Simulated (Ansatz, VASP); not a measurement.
# Two plane-wave programs on P

Contents of INCAR:

```
PREC     = Accurate       # precision mode
ENCUT    = 520            # plane-wave cutoff, eV
EDIFF    = 1E-7           # SCF threshold, eV
ISMEAR   = 0              # smearing method
SIGMA    = 0.05           # smearing width, eV
LREAL    = False          # projectors in reciprocal space
LASPH    = True           # aspherical terms in the spheres
NELM     = 100            # most SCF steps
ALGO     = Normal         # electronic algorithm
ISIF     = 2              # what is computed and relaxed
LWAVE    = False          # write WAVECAR
LCHARG   = False          # write CHGCAR
GGA      = PS             # functional
NBANDS   = 18             # bands
```

Contents of KPOINTS:

```
regular mesh
0
Gamma
  8 1 6
```

Contents of POSCAR:

```
P
1.0
    3.2016345270      0.0000000000      0.0000000000
    0.0000000000     33.9856052152      0.0000000000
    0.0000000000      0.0000000000      4.7478868277
P
4
Direct
    0.0000000000      0.9702614300      0.5921507200
    0.0000000000      0.0297385700      0.4078492800
    0.5000000000      0.0297385700      0.0921507200
    0.5000000000      0.9702614300      0.9078492800
```

Input for Ansatz:

```yaml
crystal:
  lattice:
    - [3.201634527, 0.0, 0.0]
    - [0.0, 33.9856052152, 0.0]
    - [0.0, 0.0, 4.7478868277]
  atoms:
    - { symbol: P, position: [0.0, 0.97026143, 0.59215072] }
    - { symbol: P, position: [0.0, 0.02973857, 0.40784928] }
    - { symbol: P, position: [0.5, 0.02973857, 0.09215072] }
    - { symbol: P, position: [0.5, 0.97026143, 0.90784928] }
basis:
  ecutwfc: 420
kpoints:
  mp_grid: { grid: [8, 1, 6] }
hamiltonian:
  xc: pbesol
scf:
  occupations: { method: gaussian, width: 0.05 }
output:
  forces: true
  stress: true
  eigenvalues: true
```

Change from the starting cell: strain -0.025 along x and y, +0.025 along z, atoms carried along.

Alike in both runs: task single point; functional PBEsol; k mesh 8 × 1 × 6; occupations gaussian, width 0.05 eV; no spin polarisation.

```csv
,VASP,Ansatz
version,VASP 6.6.1,Ansatz 0.2.0
potentials or method,"VASP PAW PBE potentials, release 64 (P), cutoff 520 eV","scalar-relativistic, plane waves, PAW"
valence electrons in the cell,20,20
```

Ansatz gave:

| Quantity | Value |
| --- | --- |
| gap on the k mesh at the Fermi level (eV) | 1.09 |
| least direct gap on the mesh (eV) | 1.13 |
| rms of the force components (eV/Å) | 0.267 |

**Question.** Which values does VASP return?

**Answer.** gap on the k mesh at the Fermi level (eV): 1.12; least direct gap on the mesh (eV): 1.15; rms of the force components (eV/Å): 0.258.

VASP's potentials were made for PBE, not for PBEsol. Atom by atom the forces differ by 0.012 eV/Å (rms over components).
